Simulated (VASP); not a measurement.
Input of a VASP 6.6.1 run:

File INCAR:

```
SYSTEM = Cu
PREC = Accurate
ENCUT = 520
EDIFF = 1E-7
ISMEAR = 1
SIGMA = 0.15
LREAL = .False.
LASPH = .True.
NELM = 80
ALGO = Normal
ISIF = 2
LWAVE = .False.
LCHARG = .False.
GGA = PS
NBANDS = 18
```

KPOINTS

```
regular mesh
0
Gamma
  8 8 7
  0 0 0
```

POSCAR

```
Cu
1.0
    1.2184636900     -3.9763780100      0.0000000000
    1.2184636900      3.9763780100      0.0000000000
    0.0000000000      0.0000000000      2.4754955200
Cu
2
Direct
    0.1338666504      0.8661333496      0.2500000000
    0.8661333496      0.1338666504      0.7500000000
```

Potentials or basis: VASP PAW PBE potentials, release 64 (Cu).

The run is started by

```console
$ cat potpaw_PBE.64/Cu/POTCAR > POTCAR
$ mpirun -np 1 vasp_std > vasp.out
```

Question: What does it give for the largest force?

Answer: 0.004 eV/Å.

Question: Predict the band gap on the k mesh.

Answer: Zero (band 11 reaches 10.44 eV, above the bottom of band 12 at 5.59 eV).

Question: Predict the pressure.

Answer: -0.8 GPa.

Forces on the atoms (eV/Å):
```
Cu   0.000 -0.004  0.000
Cu   0.000  0.004  0.000
```

Caveat: the k points lie up to 0.36 Å⁻¹ apart; the PAW data sets were made with another functional, which shifts forces and pressure a little.
